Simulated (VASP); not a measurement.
# Re (Fm-3m) in VASP: notebook

Re is run at these levels: PBE; tasks: single point.

All numbers are computed with VASP 6.6.1; they aren't measurements. Logs are shortened: lines on timing, memory, paths and dates and some standing lists are left out, and cuts for length are marked.

## (1) The cell of the first run

It takes space group Fm-3m (No. 225, cubic). Conventional cell: a = 3.862 Å, b = 3.862 Å, c = 3.862 Å, α = 90.00°, β = 90.00°, γ = 90.00°. Re (site symmetry m-3m) has 12 Re at 2.73 Å within 3.6 Å.

This isn't the form of Re at room conditions, which is hcp.

## (2) Single point, PBE (14.41 Å³/atom)

INCAR reads:

```
PREC     = Accurate       # precision mode
ENCUT    = 520            # plane-wave cutoff, eV
EDIFF    = 1E-7           # SCF threshold, eV
ISMEAR   = -1             # smearing method
SIGMA    = 0.1            # smearing width, eV
LREAL    = False          # projectors in reciprocal space
LASPH    = True           # aspherical terms in the spheres
NELM     = 60             # most SCF steps
ALGO     = Normal         # electronic algorithm
ISIF     = 2              # what is computed and relaxed
LWAVE    = False          # write WAVECAR
LCHARG   = True           # write CHGCAR
GGA      = PE             # functional
LELF     = True           # ELF
LVHAR    = True         
NBANDS   = 10             # bands
```

KPOINTS reads:

```
Automatic mesh
0
Gamma
  23 23 23
```

POSCAR reads:

```
Re
1.0
    0.0000000000      1.9312372220      1.9312372220
    1.9312372220      0.0000000000      1.9312372220
    1.9312372220      1.9312372220      0.0000000000
Re
1
Direct
    0.0000000000      0.0000000000      0.0000000000
```

Potentials or basis: VASP PAW PBE potentials, release 64 (Re).

Launch:

```
$ cat potpaw_PBE.64/Re/POTCAR > POTCAR
$ mpirun -np 1 vasp_std > vasp.out
```

OUTCAR:

```text
PREC = Accurate
   ENCUT = 520
   EDIFF = 1E-7
   ISMEAR = -1
   LREAL = False
   LASPH = True
   NELM = 60
   ISIF = 2
   GGA = PE

 ion  position               nearest neighbor table
   1  0.000  0.000  0.000-

  LATTYP: Found a face centered cubic cell.
 ALAT       =     3.8624744440

  Lattice vectors:

 A1 = (   0.0000000000,   1.9312372220,   1.9312372220)
 A2 = (   1.9312372220,   0.0000000000,   1.9312372220)
 A3 = (   1.9312372220,   1.9312372220,   0.0000000000)

Analysis of symmetry for initial positions (statically):
=====================================================================
 Subroutine PRICEL returns:
 Original cell was already a primitive cell.

 Routine SETGRP: Setting up the symmetry group for a
 face centered cubic supercell.

 Subroutine GETGRP returns: Found 48 space group operations
 (whereof 48 operations were pure point group operations)
 out of a pool of 48 trial point group operations.

The static configuration has the point symmetry O_h .

Analysis of symmetry for dynamics (positions and initial velocities):
=====================================================================
 Subroutine PRICEL returns:
 Original cell was already a primitive cell.

 Routine SETGRP: Setting up the symmetry group for a
 face centered cubic supercell.

 Subroutine GETGRP returns: Found 48 space group operations
 (whereof 48 operations were pure point group operations)
 out of a pool of 48 trial point group operations.

The dynamic configuration has the point symmetry O_h .

 Subroutine INISYM returns: Found 48 space group operations
 (whereof 48 operations are pure point group operations),
 and found     1 'primitive' translations

----------------------------------------------------------------------------------------

                                     Primitive cell

  volume of cell :      14.4058

  direct lattice vectors                    reciprocal lattice vectors
     0.000000000  1.931237222  1.931237222    -0.258901389  0.258901389  0.258901389
     1.931237222  0.000000000  1.931237222     0.258901389 -0.258901389  0.258901389
     1.931237222  1.931237222  0.000000000     0.258901389  0.258901389 -0.258901389

  length of vectors
     2.731181872  2.731181872  2.731181872     0.448430361  0.448430361  0.448430361

  position of ions in fractional coordinates (direct lattice)
     0.000000000  0.000000000  0.000000000

  ion indices of the primitive-cell ions
   primitive index   ion index
                 1           1

----------------------------------------------------------------------------------------

 KPOINTS: Automatic mesh

Automatic generation of k-mesh.
 Grid dimensions read from file:
 generate k-points for:   23   23   23

 Generating k-lattice:

  Cartesian coordinates                     Fractional coordinates (reciprocal lattice)
    -0.011256582  0.011256582  0.011256582     0.043478261  0.000000000  0.000000000
     0.011256582 -0.011256582  0.011256582     0.000000000  0.043478261  0.000000000
     0.011256582  0.011256582 -0.011256582     0.000000000  0.000000000  0.043478261

  Length of vectors
     0.019496972  0.019496972  0.019496972

  Shift w.r.t. Gamma in fractional coordinates (k-lattice)
     0.000000000  0.000000000  0.000000000

 Subroutine IBZKPT returns following result:
 ===========================================

 Found    364 irreducible k-points:

 Following reciprocal coordinates:
            Coordinates               Weight
  0.000000  0.000000  0.000000      1.000000
  0.043478  0.000000  0.000000      8.000000
  0.086957  0.000000  0.000000      8.000000
  0.130435  0.000000  0.000000      8.000000
  0.173913  0.000000  0.000000      8.000000
  0.217391  0.000000  0.000000      8.000000
[... 16 lines left out ...]
  0.478261  0.043478  0.000000     24.000000
 -0.478261  0.043478  0.000000     24.000000
 [... further k-points ...]
   k-points           NKPTS =    364   k-points in BZ     NKDIM =    364   number of bands    NBANDS=     10
   number of dos      NEDOS =    301   number of ions     NIONS =      1
   total plane-waves  NPLWV =   8000
   dimension x,y,z NGX =    20 NGY =   20 NGZ =   20
   dimension x,y,z NGXF=    40 NGYF=   40 NGZF=   40
   ions per type =               1
   NGX,Y,Z   is equivalent  to a cutoff of  12.17, 12.17, 12.17 a.u.
   NGXF,Y,Z  is equivalent  to a cutoff of  24.35, 24.35, 24.35 a.u.
 SYSTEM =  unknown system
   PREC   = accura    normal or accurate (medium, high low for compatibility)
   ISTART =      0    job   : 0-new  1-cont  2-samecut
   ICHARG =      2    charge: 1-file 2-atom 10-const
   ISPIN  =      1    spin polarized calculation?
   LNONCOLLINEAR =      F non collinear calculations
   LSORBIT =      F    spin-orbit coupling
   LASPH  =      T    aspherical Exc in radial PAW
   ENCUT  =  520.0 eV  38.22 Ry    6.18 a.u.   5.08  5.08  5.08*2*pi/ulx,y,z
   NELM   =     60;   NELMIN=  2; NELMDL= -5     # of ELM steps
   EDIFF  = 0.1E-06   stopping-criterion for ELM
   LREAL  =      F    real-space projection
   EDIFFG = 0.1E-05   stopping-criterion for IOM
   NSW    =      0    number of steps for IOM
   IBRION =     -1    ionic relax: 0-MD 1-quasi-New 2-CG
   NFREE  =      0    steps in history (QN), initial steepest desc. (CG)
   ISIF   =      2    stress and relaxation
   ISYM   =      2    0-nonsym 1-usesym 2-fastsym
   POTIM  = 0.5000    time-step for ionic-motion
   TEBEG  =    0.0;   TEEND  =   0.0 temperature during run
   PSTRESS=    0.0 pullay stress
   NELECT =       7.0000    total number of electrons
   NUPDOWN=      -1.0000    fix difference up-down
   EMIN   =  10.00;   EMAX   =-10.00  energy-range for DOS
   EFERMI =   0.00;   METHOD = LEGACY
   ISMEAR =    -1;   SIGMA  =   0.10  broadening in eV -4-tet -1-fermi 0-gaus
   EFERMI_NEDOS =   21; number of points for ismear=-14 and -15
   IALGO  =     38    algorithm
   IMIX   =      4    mixing-type and parameters
     AMIX     =   0.40;   BMIX     =  1.00
     AMIX_MAG =   1.60;   BMIX_MAG =  1.00
  volume/ion in A,a.u.               =      14.41        97.22
  Fermi-wavevector in a.u.,A,eV,Ry     =   1.287049  2.432171 22.537999  1.656496
  Thomas-Fermi vector in A             =   2.419087
   LORBIT       =      0    0 simple, 1 ext, 2 COOP (PROOUT), +10 PAW based schemes
   GGA     = PE    functional components
   LHFCALC =     F    Hartree Fock is set to
   AEXX    =    0.0000 exact exchange contribution
   IVDW    =     0    specifies the selected vdW correction
   LEPSILON=     F    determine dielectric tensor
   LRPA    =     F    only Hartree local field effects (RPA)
 non-spin polarized calculation
  energy-cutoff  :      520.00
  volume of cell :       14.41
 maximum number of plane-waves:       397
   NGX = 11   NGY = 11   NGZ = 11

 number of electron       7.0000001 magnetization

 Free energy of the ion-electron system (eV)
  ---------------------------------------------------
  ext. energy  EPLUGINS =         0.00000000
  ---------------------------------------------------
  free energy    TOTEN  =       -12.34897043 eV

  energy without entropy =      -12.32091913  energy(sigma->0) =      -12.33494478

 E-fermi :   8.4327     XC(G=0): -13.8482

 val. band max:        8.4080864103   @ k =  -0.3913   0.2609   0.0000
 cond. band min:       8.4385141456   @ k =  -0.3478   0.3043   0.1304
 fundamental gap:      0.0304277353
 Fermi energy:         8.4326718771

 k-point     1 :       0.0000    0.0000    0.0000
  band No.  band energies     occupation
      1      -1.8611      2.00000
      2       6.4482      2.00000
      3       6.4482      2.00000
      4       6.4482      2.00000
      5       9.7424      0.00000
      6       9.7424      0.00000
      7      22.3501      0.00000
      8      28.1343      0.00000
      9      28.1343      0.00000
     10      28.1343      0.00000

 k-point     2 :       0.0435    0.0000    0.0000
  band No.  band energies     occupation
      1      -1.7703      2.00000
      2       6.3842      2.00000
      3       6.4917      2.00000
      4       6.4917      2.00000
      5       9.7057      0.00001
      6       9.7057      0.00001
      7      22.5296      0.00000
      8      27.6284      0.00000
      9      28.3013      0.00000
     10      28.3013      0.00000

 k-point     3 :       0.0870    0.0000    0.0000
  band No.  band energies     occupation
      1      -1.5040      2.00000
      2       6.2097      2.00000
      3       6.6122      2.00000
      4       6.6122      2.00000
      5       9.6123      0.00002
      6       9.6123      0.00002
      7      23.0388      0.00000
      8      26.5933      0.00000
      9      28.7922      0.00000
     10      28.7922      0.00000

 k-point     4 :       0.1304    0.0000    0.0000
  band No.  band energies     occupation
      1      -1.0818      2.00000
      2       5.9720      2.00000
      3       6.7765      2.00000
      4       6.7765      2.00000
      5       9.5129      0.00004
      6       9.5129      0.00004
      7      23.7507      0.00000
      8      25.5462      0.00000
      9      29.5797      0.00000
     10      29.5797      0.00000

 k-point     5 :       0.1739    0.0000    0.0000
  band No.  band energies     occupation
      1      -0.5414      2.00000
      2       5.7393      2.00000
      3       6.9220      2.00000
      4       6.9220      2.00000
      5       9.4913      0.00005
      6       9.4913      0.00005
      7      23.9035      0.00000
      8      25.2785      0.00000
      9      30.6240      0.00000
     10      30.6240      0.00000

 k-point     6 :       0.2174    0.0000    0.0000
  band No.  band energies     occupation
      1       0.0549      2.00000
      2       5.5967      2.00000
      3       6.9739      2.00000
      4       6.9739      2.00000
      5       9.6393      0.00001
      6       9.6393      0.00001
      7      23.0826      0.00000
      8      26.0169      0.00000
      9      31.8745      0.00000
     10      31.8746      0.00000
[... 183 lines left out ...]
 k-point    21 :       0.3913    0.0435    0.0000
  band No.  band energies     occupation
      1       1.4270      2.00000
      2       6.3501      2.00000
      3       6.5615      2.00000
      4       6.9631      2.00000
      5      11.3384      0.00000
      6      11.7547      0.00000
      7      20.2285      0.00000
      8      23.6603      0.00000
      9      30.1502      0.00000
     10      31.1342      0.00000

 k-point    22 :       0.4348    0.0435    0.0000
  band No.  band energies     occupation
      1       1.4637      2.00000
      2       6.2156      2.00000
      3       6.4222      2.00000
      4       7.7350      1.99814
      5      11.9545      0.00000
      6      12.1657      0.00000
      7      19.4560      0.00000
      8      22.7008      0.00000
      9      29.2541      0.00000
     10      29.9347      0.00000

 k-point    23 :       0.4783    0.0435    0.0000
  band No.  band energies     occupation
      1       1.4645      2.00000
      2       6.1400      2.00000
      3       6.3310      2.00000
      4       8.3198      1.51108
      5      12.3769      0.00000
      6      12.4223      0.00000
      7      18.8433      0.00000
      8      22.1725      0.00000
      9      28.7963      0.00000
     10      29.0828      0.00000

 k-point    24 :      -0.4783    0.0435    0.0000
  band No.  band energies     occupation
      1       1.4629      2.00000
      2       6.1297      2.00000
      3       6.2985      2.00000
      4       8.4925      0.70927
      5      12.3325      0.00000
      6      12.6429      0.00000
      7      18.6627      0.00000
      8      22.0473      0.00000
      9      28.6930      0.00000
     10      28.8469      0.00000

 [... further k-points ...]

------------------------ aborting loop because EDIFF is reached ----------------------------------------

  FORCE on cell =-STRESS in cart. coord.  units (eV):
  Direction    XX          YY          ZZ          XY          YZ          ZX
  --------------------------------------------------------------------------------------
  -------------------------------------------------------------------------------------
  Total        1.4290377      1.4290377      1.4290377      0.0000000      0.0000000     -0.0000000
  in kB      158.9342196    158.9342196    158.9342196      0.0000000      0.0000000     -0.0000000
  external PRESSURE =     158.9342196 kB  Pullay stress =       0.0000000 kB

 VOLUME and BASIS-vectors are now :
 -----------------------------------------------------------------------------
  energy-cutoff  :      520.00
  volume of cell :       14.41
      direct lattice vectors                 reciprocal lattice vectors
     0.000000000  1.931237222  1.931237222    -0.258901389  0.258901389  0.258901389
     1.931237222  0.000000000  1.931237222     0.258901389 -0.258901389  0.258901389
     1.931237222  1.931237222  0.000000000     0.258901389  0.258901389 -0.258901389

 POSITION                                       TOTAL-FORCE (eV/Angst)
 -----------------------------------------------------------------------------------
      0.00000      0.00000      0.00000         0.000000      0.000000      0.000000
 -----------------------------------------------------------------------------------
    total drift:                                0.000000      0.000000     -0.000000

  FREE ENERGIE OF THE ION-ELECTRON SYSTEM (eV)
  ---------------------------------------------------
  free  energy   TOTEN  =       -12.3489704338 eV

  energy  without entropy=      -12.3209191347  energy(sigma->0) =      -12.33494478
```

Run time: 36 s. Hardware: 1 thread of Intel Xeon Platinum 8375C at 2.90GHz (Ice Lake), shared host; peak memory 0.17 GiB.

Results:

| Item | Value |
| --- | --- |
| Free energy | -12.3490 eV |
| Pressure | 15.9 GPa |
| Band gap on the k mesh | zero (an odd number of electrons rules out a gap without spin polarisation) |

Caveat: the cell stands under pressure; spin-orbit coupling is left out, which moves the levels of the heavy elements.

## (3) Single point, PBE

This run uses another cell than the first one, of 15.01 Å³/atom.

INCAR reads:

```
  PREC = Accurate
  ENCUT = 520
  EDIFF = 1E-7
  ISMEAR = -1
  SIGMA = 0.1
  LREAL = F
  LASPH = T
  NELM = 60
  ALGO = Normal
  ISIF = 2
  LWAVE = F
  LCHARG = F
  GGA = PE
  NBANDS = 10
```

KPOINTS is that of step 2.

POSCAR reads:

```
Re
1.0
    0.0000000000      1.9576958143      1.9576958143
    1.9576958143      0.0000000000      1.9576958143
    1.9576958143      1.9576958143      0.0000000000
Re
1
Direct
    0.0000000000      0.0000000000      0.0000000000
```

Potentials or basis: VASP PAW PBE potentials, release 64 (Re).

Launch:

```
$ cat potpaw_PBE.64/Re/POTCAR > POTCAR
$ mpirun -np 1 vasp_std > vasp.out
```

Run time: 36 s. Hardware: 1 thread of Intel Xeon Platinum 8375C at 2.90GHz (Ice Lake), shared host; peak memory 0.18 GiB.

It converged, with:

- Free energy: -12.3770 eV
- Pressure: -0.6 GPa
- Band gap on the k mesh: zero (an odd number of electrons rules out a gap without spin polarisation)

Levels at points of the mesh, in eV from the Fermi level:
```tsv
k point	band 1	band 2	band 3	band 4	band 5	band 6	band 7	band 8
(0.00, 0.00, 0.00)	-10.00	-1.87	-1.87	-1.87	1.23	1.23	13.89	19.44
```

Caveat: spin-orbit coupling is left out, which moves the levels of the heavy elements.

## (4) Single point, PBE (15.01 Å³/atom)

This run uses another cell than the first one, of 15.01 Å³/atom.

INCAR reads:

```
SYSTEM = Re
  PREC = Accurate
  ENCUT = 520
  EDIFF = 1E-7
  ISMEAR = -1
  SIGMA = 0.1
  LREAL = .False.
  LASPH = .True.
  NELM = 80
  ALGO = Normal
  ISIF = 2
  LWAVE = .False.
  LCHARG = .False.
  GGA = PE
  NBANDS = 10
```

KPOINTS reads:

```
regular mesh
0
Gamma
  23 23 23
  0 0 0
```

POSCAR is that of step 3.

Launch:

```
$ cat potpaw_PBE.64/Re/POTCAR > POTCAR
$ mpirun -np 1 vasp_std > vasp.out
```

Run time: 35 s. Hardware: 1 thread of Intel Xeon Platinum 8375C at 2.90GHz (Ice Lake), shared host; peak memory 0.19 GiB.

Results (log left out):

| Property | Result |
| --- | --- |
| Free energy | -12.3770 eV |
| Pressure | -0.6 GPa |
| Band gap on the k mesh | zero (an odd number of electrons rules out a gap without spin polarisation) |

Levels at points of the mesh, in eV from the Fermi level:
```tsv
k point	band 1	band 2	band 3	band 4	band 5	band 6	band 7	band 8	band 9
(0.00, 0.00, 0.00)	-10.00	-1.87	-1.87	-1.87	1.23	1.23	13.89	19.44	19.44
```

Caveat: spin-orbit coupling is left out, which moves the levels of the heavy elements.

## (5) Single point, PBE (15.61 Å³/atom)

This run uses another cell than the first one, of 15.61 Å³/atom.

INCAR reads:

```
  ALGO = Normal
  EDIFF = 1E-6
  ENCUT = 520
  GGA = PE
  ISIF = 2
  ISMEAR = -1
  LASPH = T
  LCHARG = F
  LREAL = F
  LWAVE = F
  NBANDS = 10
  NELM = 60
  PREC = Accurate
  SIGMA = 0.1
```

KPOINTS reads:

```
k-points
0
Gamma
  23 23 23
```

POSCAR reads:

```
Re
1.0
    0.0000000000      1.9834579241      1.9834579241
    1.9834579241      0.0000000000      1.9834579241
    1.9834579241      1.9834579241      0.0000000000
Re
1
Direct
    0.0000000000      0.0000000000      0.0000000000
```

Launch:

```
$ cat potpaw_PBE.64/Re/POTCAR > POTCAR
$ mpirun -np 1 vasp_std > vasp.out
```

Wall time 35 s (1 thread of Intel Xeon Platinum 8375C at 2.90GHz (Ice Lake), shared host); peak memory 0.19 GiB.

Results (log left out):

```yaml
Free_energy: -12.3498 eV
Pressure: -13.7 GPa
Band_gap_on_the_k_mesh: zero (an odd number of electrons rules out a gap without spin polarisation)
```

Levels at points of the mesh, in eV from the Fermi level:
| k point | band 2 | band 3 | band 4 | band 5 | band 6 | band 7 |
| --- | --- | --- | --- | --- | --- | --- |
| (0.00, 0.00, 0.00) | -1.76 | -1.76 | -1.76 | 1.15 | 1.15 | 13.85 |

Caveat: the cell stands under tension; spin-orbit coupling is left out, which moves the levels of the heavy elements.

## (6) Summary

```csv
cell,gap on the mesh (eV),pressure (GPa)
"a = 2.731 Å, angles 60.0°, 1 atom",none,15.9
"a = 2.769 Å, angles 60.0°, 1 atom",none,-0.6
"a = 2.805 Å, angles 60.0°, 1 atom",none,-13.7
```

Alike in all rows: task single point; level PBE; potentials or basis VASP PAW PBE potentials, release 64 (Re); no spin polarisation; k mesh 23 × 23 × 23; cutoff (eV) 520; smearing fermi-dirac 0.1 eV.

Caveats: spin-orbit coupling is left out, which moves the levels of the heavy elements; the cell stands under pressure (at least some runs); the cell stands under tension (at least some runs).

Total energies depend on the potentials used, so only differences within one code and one set of settings carry meaning.
